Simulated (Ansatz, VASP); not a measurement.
Si4BW: VASP beside Ansatz

File INCAR:

```
SYSTEM = Si4BW
PREC = Accurate ; ENCUT = 600
EDIFF = 1E-6 ; ISMEAR = 0
SIGMA = 0.1 ; LREAL = .False.
LASPH = .True. ; NELM = 100
ALGO = Normal ; ISIF = 3
LWAVE = .False. ; LCHARG = .False.
GGA = PE ; IBRION = 2
NSW = 100 ; EDIFFG = -0.01
```

File KPOINTS:

```
regular mesh
0
Gamma
  10 10 6
  0 0 0
```

The input POSCAR:

```
Si4BW
1.0
    3.7748850626      0.0000000000      0.0000000000
    0.0000000000      3.7748850626      0.0000000000
    0.0000000000      0.0000000000      6.4948407449
Si B W
4 1 1
Direct
    0.5000000000      0.5000000000      0.8212223081
    0.5000000000      0.5000000000      0.1787776919
    0.5000000000      0.0000000000      0.5000000000
    0.0000000000      0.5000000000      0.5000000000
    0.5000000000      0.5000000000      0.5000000000
    0.0000000000      0.0000000000      0.0000000000
```

Input for Ansatz:

```yaml
crystal:
  lattice:
    - [3.7748850626, 0.0, 0.0]
    - [0.0, 3.7748850626, 0.0]
    - [0.0, 0.0, 6.4948407449]
  atoms:
    - { symbol: Si, position: [0.5, 0.5, 0.8212223081] }
    - { symbol: Si, position: [0.5, 0.5, 0.1787776919] }
    - { symbol: Si, position: [0.5, 0.0, 0.5] }
    - { symbol: Si, position: [0.0, 0.5, 0.5] }
    - { symbol: B, position: [0.5, 0.5, 0.5] }
    - { symbol: W, position: [0.0, 0.0, 0.0] }
basis:
  ecutwfc: 420
kpoints:
  mp_grid: { grid: [10, 10, 6] }
hamiltonian:
  xc: pbe
scf:
  occupations: { method: gaussian, width: 0.1 }
output:
  forces: true
  stress: true
  eigenvalues: true
  write_density: true
  write_potential: true
  elf: true
  volumetric_format: npy
relax:
  adjacent_minimum: "off"
  f_tol: 0.01
  max_steps: 80
  cell: { stress_tol: 0.05 }
```

Change from the starting cell: species swapped into the RbAlF4 type (P4/mmm, No. 123).

Alike in both runs: task relaxation of cell and atoms; functional PBE; k mesh 10 × 10 × 6; occupations gaussian, width 0.1 eV; no spin polarisation.

```csv
,VASP,Ansatz
version,VASP 6.6.1,Ansatz 0.2.0
potentials or method,"VASP PAW PBE potentials, release 64 (Si, B, W_sv), cutoff 600 eV","scalar-relativistic, plane waves, PAW"
valence electrons in the cell,33,33
```

|  | VASP | Ansatz | Ansatz less VASP |
| --- | --- | --- | --- |
| gap on the k mesh at the Fermi level, each at its own relaxed structure (eV) | none | none | - |
| relaxed volume (Å³/atom) | 15.36 | 15.36 | +0.004 |
| relaxed cell length with the largest relative difference (Å) | 3.740 | 3.740 | +0.0008 |

A gap of «none» marks a metal or a gap that the smearing closes.

Neither program's run includes spin-orbit coupling.
